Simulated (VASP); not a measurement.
Here is a VASP 6.6.1 calculation.

Contents of INCAR:

```
ALGO     = Normal         # electronic algorithm
EDIFF    = 1E-7           # SCF threshold, eV
EDIFFG   = -0.01          # ionic threshold
ENCUT    = 600            # plane-wave cutoff, eV
GGA      = PS             # functional
IBRION   = 2              # ionic algorithm
ISIF     = 3              # what is computed and relaxed
ISMEAR   = -1             # smearing method
LASPH    = True           # aspherical terms in the spheres
LCHARG   = False          # write CHGCAR
LREAL    = False          # projectors in reciprocal space
LWAVE    = False          # write WAVECAR
NELM     = 100            # most SCF steps
NSW      = 100            # ionic steps
PREC     = Accurate       # precision mode
SIGMA    = 0.03           # smearing width, eV
```

Contents of KPOINTS:

```
k-points
0
Gamma
  6 6 6
```

POSCAR

```
CaMgF4
1.0
    0.0000000000      3.5737906000      3.5737906000
    3.5737906000      0.0000000000      3.5737906000
    3.5737906000      3.5737906000      0.0000000000
Ca Mg F
1 1 4
Direct
    0.2500000000      0.2500000000      0.2500000000
    0.0000000000      0.0000000000      0.0000000000
    0.6260209800      0.6260209800      0.6260209800
    0.6260209800      0.6260209800      0.1219370600
    0.6260209800      0.1219370600      0.6260209800
    0.1219370600      0.6260209800      0.6260209800
```

Potentials or basis: VASP PAW PBE potentials, release 64 (Ca_sv, Mg, F).

The run is started by

```bash
$ cat potpaw_PBE.64/Ca_sv/POTCAR potpaw_PBE.64/Mg/POTCAR potpaw_PBE.64/F/POTCAR > POTCAR
$ mpirun -np 1 vasp_std > vasp.out
```

(1) Predict the space group after relaxing (to 0.1 Å).

(2) Estimate the relaxed cell.

Answers

(1) F-43m (No. 216).

(2) a = 4.638 Å, b = 4.638 Å, c = 4.638 Å, α = 60.00°, β = 60.00°, γ = 60.00°.
